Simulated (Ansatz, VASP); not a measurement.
**CuO: VASP beside Ansatz**

```
CELL_PARAMETERS angstrom
2.34185 -1.71130 0.00000
2.34185 1.71130 0.00000
-0.85003 0.00000 5.05787
ATOMIC_POSITIONS crystal
Cu 0.50000 0.00000 0.50000
Cu 0.00000 0.50000 0.00000
O 0.41840 0.58160 0.75000
O 0.58160 0.41840 0.25000
```

Alike in both runs: functional PBEsol; k mesh 10 × 10 × 5; occupations fermi-dirac, width 0.05 eV; no spin polarisation; Hubbard terms Cu d U = 5.0 eV.

|  | VASP | Ansatz |
| --- | --- | --- |
| version | VASP 6.6.1 | Ansatz 0.2.0 |
| potentials or method | VASP PAW PBE potentials, release 64 (Cu, O) | Ansatz PAW |
| plane-wave cutoff (eV) | 520 | 420 |
| valence electrons in the cell | 34 | 50 |
| task | single point | band structure |

VASP gave:

| Property | Result |
| --- | --- |
| gap on the k mesh at the Fermi level (eV) | none |
| pressure (GPa) | -6.0 |
| traceless stress, the component that is largest in VASP (GPa) | 2.37 |
| rms of the force components (eV/Å) | 0.117 |

Q: What did Ansatz give for the same quantities?

A: gap on the k mesh at the Fermi level (eV): none; pressure (GPa): -0.3; traceless stress, the component that is largest in VASP (GPa): 1.37; rms of the force components (eV/Å): 0.097.

VASP's potentials were made for PBE, not for PBEsol. The programs project onto different local orbitals, so the same U acts differently, and such runs can settle in different states. Atom by atom the forces differ by 0.021 eV/Å (rms over components). A gap of «none» marks a metal or a gap that the smearing closes. VASP's potentials hold 34 valence electrons a cell and Ansatz's 50, so a difference there can come from the potentials and not from the codes.
